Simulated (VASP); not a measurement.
Crystal: Ni.

```
CELL_PARAMETERS angstrom
2.49175 0.00000 0.00000
1.24588 2.15792 0.00000
1.24588 0.71931 2.03451
ATOMIC_POSITIONS crystal
Ni 0.00000 0.00000 0.00000
```

| Item | Value |
| --- | --- |
| Program | VASP 6.6.1 |
| Task | relaxation of cell and atoms |
| Functional | revPBE |
| Dispersion | D3(BJ) |
| Potentials or basis | VASP PAW PBE potentials, release 64 (Ni) |
| Cutoff | 600 eV |
| k mesh | 14 × 14 × 14 |
| Occupations | methfessel-paxton, width 0.3 eV |
| Spin | collinear spin, ferromagnetic start |
| Starting moments | [1.0] μB |

At the start: pressure -10.3 GPa; volume 10.94 Å³/atom.

Problem. How do energy, volume and symmetry change on relaxing?

Solution. Over 3 steps the energy falls by 19.3 meV/atom and the volume is 10.37 Å³/atom (-5.2 %); space group Fm-3m (No. 225, to 0.05 Å); moment 0.59 μB per cell.

The path:
```csv
step,energy change (eV),largest force (eV/Å),pressure (GPa),volume (Å³)
1,0.0000,0.0000,-10.29,10.94
2,-0.0007,0.0000,12.51,9.86
3,-0.0193,0.0000,-0.04,10.37
```

Final structure:
```
Ni
1.0
     2.44796    0.00000    0.00000
     1.22398    2.11999    0.00000
     1.22398    0.70666    1.99875
Ni
1
Direct
  0.00000 0.00000 0.00000
```

Caveat: the PAW data sets were made with another functional, which shifts forces and pressure a little; pairwise dispersion overbinds metals, which lowers pressure and volume.
